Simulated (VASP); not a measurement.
Ti, 3 atoms in the cell. It takes space group P6/mmm (No. 191, hexagonal). The conventional cell has a = 4.605 Å, b = 4.605 Å, c = 2.801 Å, α = 90.00°, β = 90.00°, γ = 120.00°. Ti (site symmetry 6/mmm) has 14 Ti at 2.80 to 3.01 Å within 3.7 Å. Within 3.5 Å of Ti (site symmetry -6m2) lie 11 Ti at 2.66 to 3.01 Å. This isn't the form of Ti at room conditions, which is hcp.

```yaml
Program: VASP 6.6.1
Task: single point
Functional: r2SCAN
Potentials_or_basis: VASP PAW PBE potentials, release 64 (Ti_sv)
Cutoff: 520 eV
k_mesh: 11 × 11 × 15
Occupations: fermi-dirac, width 0.05 eV
Spin: collinear spin
Starting_moments: "[-0.461, 0.334, 0.334] μB"
Dipole_correction: no
Further_INCAR_settings: ALGO = Normal; EDIFF = 1e-06; NBANDS = 29
```

Potentials or basis: VASP PAW PBE potentials, release 64 (Ti_sv).

The run is started by

```sh
$ cat potpaw_PBE.64/Ti_sv/POTCAR > POTCAR
$ cp INCAR.step1 INCAR
$ mpirun -np 1 vasp_std > vasp.out
$ cp INCAR.step2 INCAR
$ mpirun -np 1 vasp_std > vasp.out
```

Hardware: 1 thread of Oxide Virtual Turin-like Processor (shared host).

**Question.** Estimate the wall time of this run.

**Answer.** Run time: 31 min on 1 thread of Oxide Virtual Turin-like Processor, with other jobs on the host, peak memory 0.36 GiB. Counts: k points 128.
